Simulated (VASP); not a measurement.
# Si (I4_1/amd) in VASP: notebook

The runs below take Si through single point, with PBEsol.

Everything below comes from runs of VASP 6.6.1. Logs are shortened: lines on timing, memory, paths and dates and some standing lists are left out, and cuts for length are marked.

### Step 1. The cell of the first run

Symmetry: I4_1/amd, No. 141, tetragonal system. The conventional cell has a = 3.858 Å, b = 3.858 Å, c = 5.416 Å, α = 90.00°, β = 90.00°, γ = 90.00°. Si (site symmetry -4m2) has 4 Si at 2.36 Å within 3.1 Å.

### Step 2. Single point, PBEsol, non-collinear spin, zero start, spin-orbit coupling

INCAR reads:

```
  PREC = Accurate
  ENCUT = 520
  EDIFF = 1E-7
  ISMEAR = 0
  SIGMA = 0.01
  LREAL = False
  LASPH = True
  NELM = 150
  ALGO = Normal
  ISIF = 2
  LWAVE = False
  LCHARG = False
  LNONCOLLINEAR = True
  MAGMOM = 0 0 0 0 0 0
  LORBIT = 11
  LSORBIT = True
  GGA_COMPAT = False
  LORBMOM = True
  GGA = PS
  NBANDS = 20
```

KPOINTS reads:

```
regular mesh
0
Gamma
  10 10 10
```

POSCAR reads:

```
Si
1.0
    0.0000000000      2.7276977521      2.7081195127
    2.7276977521      0.0000000000      2.7081195127
    2.7276977521      2.7276977521      0.0000000000
Si
2
Direct
    0.0000000000      0.0000000000      0.0000000000
    0.2500000000      0.2500000000      0.2500000000
```

Potentials or basis: VASP PAW PBE potentials, release 64 (Si).

Command:

```sh
$ cat potpaw_PBE.64/Si/POTCAR > POTCAR
$ mpirun -np 1 vasp_ncl > vasp.out
```

OUTCAR:

```text
PREC = Accurate
   ENCUT = 520
   EDIFF = 1E-7
   ISMEAR = 0
   LREAL = False
   LASPH = True
   NELM = 150
   ISIF = 2
   LNONCOLLINEAR = True
   LORBIT = 11
   LSORBIT = True
   GGA = PS

 ion  position               nearest neighbor table
   1  0.000  0.000  0.000-   2 2.36   2 2.36   2 2.36   2 2.36
   2  0.250  0.250  0.250-   1 2.36   1 2.36   1 2.36   1 2.36

  LATTYP: Found a body centered tetragonal cell.
 ALAT       =     3.8575471551
 C/A-ratio  =     1.4040629467

  Lattice vectors:

 A1 = (   0.0000000000,  -2.7276977521,  -2.7081195127)
 A2 = (   0.0000000000,   2.7276977521,  -2.7081195127)
 A3 = (   2.7276977521,   0.0000000000,   2.7081195127)

Analysis of symmetry for initial positions (statically):
=====================================================================
 Subroutine PRICEL returns:
 Original cell was already a primitive cell.

 Routine SETGRP: Setting up the symmetry group for a
 body centered tetragonal supercell.

 Subroutine GETGRP returns: Found 16 space group operations
 (whereof  8 operations were pure point group operations)
 out of a pool of 16 trial point group operations.

The static configuration has the point symmetry D_2d.
 The point group associated with its full space group is D_4h.

Analysis of symmetry for dynamics (positions and initial velocities):
=====================================================================
 Subroutine PRICEL returns:
 Original cell was already a primitive cell.

 Routine SETGRP: Setting up the symmetry group for a
 body centered tetragonal supercell.

 Subroutine GETGRP returns: Found 16 space group operations
 (whereof  8 operations were pure point group operations)
 out of a pool of 16 trial point group operations.

The dynamic configuration has the point symmetry D_2d.
 The point group associated with its full space group is D_4h.

Analysis of structural, dynamic, and magnetic symmetry:
=====================================================================
 Subroutine PRICEL returns:
 Original cell was already a primitive cell.

 Routine SETGRP: Setting up the symmetry group for a
 body centered tetragonal supercell.

 Subroutine GETGRP returns: Found 16 space group operations
 (whereof  8 operations were pure point group operations)
 out of a pool of 16 trial point group operations.

The overall configuration has the point symmetry D_2d.
 The point group associated with its full space group is D_4h.

 Subroutine INISYM returns: Found 16 space group operations
 (whereof  8 operations are pure point group operations),
 and found     1 'primitive' translations

----------------------------------------------------------------------------------------

                                     Primitive cell

  volume of cell :      40.2986

  direct lattice vectors                    reciprocal lattice vectors
     0.000000000  2.727697752  2.708119513    -0.183304767  0.183304767  0.184629961
     2.727697752  0.000000000  2.708119513     0.183304767 -0.183304767  0.184629961
     2.727697752  2.727697752  0.000000000     0.183304767  0.183304767 -0.184629961

  length of vectors
     3.843728180  3.843728180  3.857547155     0.318260110  0.318260110  0.318260110

  position of ions in fractional coordinates (direct lattice)
     0.000000000  0.000000000  0.000000000
     0.250000000  0.250000000  0.250000000

  ion indices of the primitive-cell ions
   primitive index   ion index
                 1           1
                 2           2

----------------------------------------------------------------------------------------

 KPOINTS: regular mesh

Automatic generation of k-mesh.
 Grid dimensions read from file:
 generate k-points for:   10   10   10

 Generating k-lattice:

[... 89 lines left out ...]
   IVDW    =     0    specifies the selected vdW correction
   LEPSILON=     F    determine dielectric tensor
   LRPA    =     F    only Hartree local field effects (RPA)
 Gauss-broadening in eV      SIGMA  =   0.01
  energy-cutoff  :      520.00
  volume of cell :       40.30
 maximum number of plane-waves:      2212
 NGX is ok and might be reduce to    30
   NGX = 15   NGY = 15   NGZ = 15

 number of electron       8.0000000 magnetization       0.0000000      0.0000000      0.0000000

 number of electron       8.0000001 magnetization       0.0000000     -0.0000000      0.0000000

 number of electron       8.0000001 magnetization      -0.0000000      0.0000000     -0.0000000

 Free energy of the ion-electron system (eV)
  ---------------------------------------------------
  ext. energy  EPLUGINS =         0.00000000
  ---------------------------------------------------
  free energy    TOTEN  =       -11.49237302 eV

  energy without entropy =      -11.49237302  energy(sigma->0) =      -11.49237302

 E-fermi :   5.8311     XC(G=0):  -9.5290

 val. band max:        5.7658477060   @ k =   0.0000   0.0000   0.0000
 cond. band min:       6.1602014810   @ k =   0.4000   0.4000   0.0000
 fundamental gap:      0.3943537750
 Fermi energy:         5.8310564843

 k-point     1 :       0.0000    0.0000    0.0000
  band No.  band energies     occupation
      1      -6.2207      1.00000
      2      -6.2207      1.00000
      3       5.6861      1.00000
      4       5.6861      1.00000
      5       5.7248      1.00000
      6       5.7248      1.00000
[... 541 lines left out ...]
     19      16.4057      0.00000
     20      16.4057      0.00000

 [... further k-points ...]
[... 5 lines left out ...]
  --------------------------------------------------------------------------------------
  -------------------------------------------------------------------------------------
  Total       -0.1419983     -0.1419983      0.0264651      0.0000000     -0.0000000      0.0000000
  in kB       -5.6455149     -5.6455149      1.0521902      0.0000000     -0.0000000      0.0000000
  external PRESSURE =      -3.4129465 kB  Pullay stress =       0.0000000 kB

 VOLUME and BASIS-vectors are now :
 -----------------------------------------------------------------------------
  energy-cutoff  :      520.00
  volume of cell :       40.30
      direct lattice vectors                 reciprocal lattice vectors
     0.000000000  2.727697752  2.708119513    -0.183304767  0.183304767  0.184629961
     2.727697752  0.000000000  2.708119513     0.183304767 -0.183304767  0.184629961
     2.727697752  2.727697752  0.000000000     0.183304767  0.183304767 -0.184629961

 POSITION                                       TOTAL-FORCE (eV/Angst)
 -----------------------------------------------------------------------------------
      0.00000      0.00000      0.00000         0.000000      0.000000      0.000000
      1.36385      1.36385      1.35406        -0.000000     -0.000000      0.000000
 -----------------------------------------------------------------------------------
    total drift:                                0.000000     -0.000000     -0.000000

  FREE ENERGIE OF THE ION-ELECTRON SYSTEM (eV)
  ---------------------------------------------------
  free  energy   TOTEN  =       -11.4923730231 eV

  energy  without entropy=      -11.4923730231  energy(sigma->0) =      -11.49237302

 orbital moment (x)

 # of ion     p       tot
 --------------------------------
  1         0.000   0.000
  2        -0.000  -0.000
 --------------------------------
           -0.000  -0.000

 orbital moment (y)

 # of ion     p       tot
 --------------------------------
  1         0.000   0.000
  2         0.000   0.000
 --------------------------------
            0.000   0.000

 orbital moment (z)

 # of ion     p       tot
 --------------------------------
  1         0.000   0.000
  2        -0.000  -0.000
 --------------------------------
            0.000   0.000

 Spin-Orbit-Coupling matrix elements

 Ion:    1  E_soc:     -0.0003241
 l=   1
     0.0000000    -0.0000541    -0.0000539
    -0.0000541     0.0000000    -0.0000541
    -0.0000539    -0.0000541     0.0000000
 l=   2
     0.0000000     0.0000000     0.0000000     0.0000000     0.0000000
     0.0000000     0.0000000     0.0000000     0.0000000     0.0000000
     0.0000000     0.0000000     0.0000000     0.0000000     0.0000000
     0.0000000     0.0000000     0.0000000     0.0000000     0.0000000
     0.0000000     0.0000000     0.0000000     0.0000000     0.0000000
 l=   3
     0.0000000     0.0000000     0.0000000     0.0000000     0.0000000     0.0000000     0.0000000
     0.0000000     0.0000000     0.0000000     0.0000000     0.0000000     0.0000000     0.0000000
     0.0000000     0.0000000     0.0000000     0.0000000     0.0000000     0.0000000     0.0000000
     0.0000000     0.0000000     0.0000000     0.0000000     0.0000000     0.0000000     0.0000000
     0.0000000     0.0000000     0.0000000     0.0000000     0.0000000     0.0000000     0.0000000
     0.0000000     0.0000000     0.0000000     0.0000000     0.0000000     0.0000000     0.0000000
     0.0000000     0.0000000     0.0000000     0.0000000     0.0000000     0.0000000     0.0000000

 Ion:    2  E_soc:     -0.0003241
 l=   1
     0.0000000    -0.0000541    -0.0000539
    -0.0000541     0.0000000    -0.0000541
    -0.0000539    -0.0000541     0.0000000
 l=   2
     0.0000000     0.0000000     0.0000000     0.0000000     0.0000000
     0.0000000     0.0000000     0.0000000     0.0000000     0.0000000
     0.0000000     0.0000000     0.0000000     0.0000000     0.0000000
     0.0000000     0.0000000     0.0000000     0.0000000     0.0000000
     0.0000000     0.0000000     0.0000000     0.0000000     0.0000000
 l=   3
     0.0000000     0.0000000     0.0000000     0.0000000     0.0000000     0.0000000     0.0000000
     0.0000000     0.0000000     0.0000000     0.0000000     0.0000000     0.0000000     0.0000000
     0.0000000     0.0000000     0.0000000     0.0000000     0.0000000     0.0000000     0.0000000
     0.0000000     0.0000000     0.0000000     0.0000000     0.0000000     0.0000000     0.0000000
     0.0000000     0.0000000     0.0000000     0.0000000     0.0000000     0.0000000     0.0000000
     0.0000000     0.0000000     0.0000000     0.0000000     0.0000000     0.0000000     0.0000000
     0.0000000     0.0000000     0.0000000     0.0000000     0.0000000     0.0000000     0.0000000

 total charge

# of ion       s       p       d       tot
------------------------------------------
    1        0.752   0.934   0.000   1.686
    2        0.752   0.934   0.000   1.686
--------------------------------------------------
tot          1.504   1.869   0.000   3.373

 magnetization (x)

# of ion       s       p       d       tot
------------------------------------------
    1        0.000   0.000   0.000   0.000
    2        0.000   0.000   0.000   0.000
--------------------------------------------------
tot          0.000   0.000   0.000   0.000

 magnetization (y)

# of ion       s       p       d       tot
------------------------------------------
    1       -0.000  -0.000   0.000  -0.000
    2       -0.000   0.000   0.000  -0.000
--------------------------------------------------
tot         -0.000  -0.000   0.000  -0.000

 magnetization (z)

# of ion       s       p       d       tot
------------------------------------------
    1        0.000  -0.000   0.000  -0.000
    2        0.000  -0.000   0.000  -0.000
--------------------------------------------------
tot          0.000  -0.000   0.000  -0.000
```

It took 86 s on 1 thread of AMD EPYC 9R45 (Zen 5), shared host; peak memory 0.29 GiB.

What came out:

* Free energy: -11.4924 eV
* Pressure: -0.3 GPa
* Net moment: 0.00 μB per cell
* Valence electrons inside the program's atomic spheres: Si 1.69

Stress tensor (GPa, compression positive):
```
-0.56  0.00  0.00
 0.00 -0.56  0.00
 0.00  0.00  0.11
```

Moments on the atoms (μB; x, y, z):
```
Si  0.00 0.00 0.00
Si  0.00 0.00 0.00
```

Caveat: the PAW data sets were made with another functional, which shifts forces and pressure a little.

(Part 1 of 2 ends here.)
